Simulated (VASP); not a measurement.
Write the native input for VASP 6.6.1 that does the following.

| Item | Value |
| --- | --- |
| Task | single point |
| Functional | PBE |
| Potentials or basis | VASP PAW PBE potentials, release 64 (Ru_pv, Cl) |
| Cutoff | 520 eV |
| k mesh | 12 × 12 × 1 |
| Occupations | gaussian, width 0.1 eV |
| Spin | no spin polarisation |
| Dipole correction | yes |
| Further INCAR settings | ALGO = Normal; EDIFF = 1e-07; NBANDS = 40 |

The structure of Ru4Cl lies in POSCAR:

```
Ru4Cl
1.0
    2.7197977464      0.0000000000      0.0000000000
   -1.3598988732      2.3554139415      0.0000000000
    0.0000000000      0.0000000000     21.8663388628
Ru Cl
4 1
Direct
    0.6666666667      0.3333333333      0.1829295716
    0.3333333333      0.6666666667      0.2811778378
    0.6666666667      0.3333333333      0.3790816283
    0.3333333333      0.6666666667      0.4740774817
    0.8333333333      1.0000000000      0.5707890459
```

These files were run (other wordings do the same):

INCAR

```
SYSTEM = Ru4Cl
PREC = Accurate
ENCUT = 520
EDIFF = 1E-7
ISMEAR = 0
SIGMA = 0.1
LREAL = .FALSE.
LASPH = .TRUE.
NELM = 60
ALGO = Normal
ISIF = 2
LWAVE = .FALSE.
LCHARG = .FALSE.
LDIPOL = .TRUE.
IDIPOL = 3
DIPOL = 0.5 0.5 0.378
GGA = PE
NBANDS = 40
```

KPOINTS

```
regular mesh
0
G
  12 12 1
  0 0 0
```

Potentials or basis: VASP PAW PBE potentials, release 64 (Ru_pv, Cl).

Run with:

```bash
$ cat potpaw_PBE.64/Ru_pv/POTCAR potpaw_PBE.64/Cl/POTCAR > POTCAR
$ mpirun -np 1 vasp_std > vasp.out
```

Results of the run:

The largest force is 0.589 eV/Å and the band gap on the k mesh is zero (an odd number of electrons rules out a gap without spin polarisation).

Run time: 27 min on 1 thread of Intel Xeon 8259CL (shared host), peak memory 0.46 GiB.
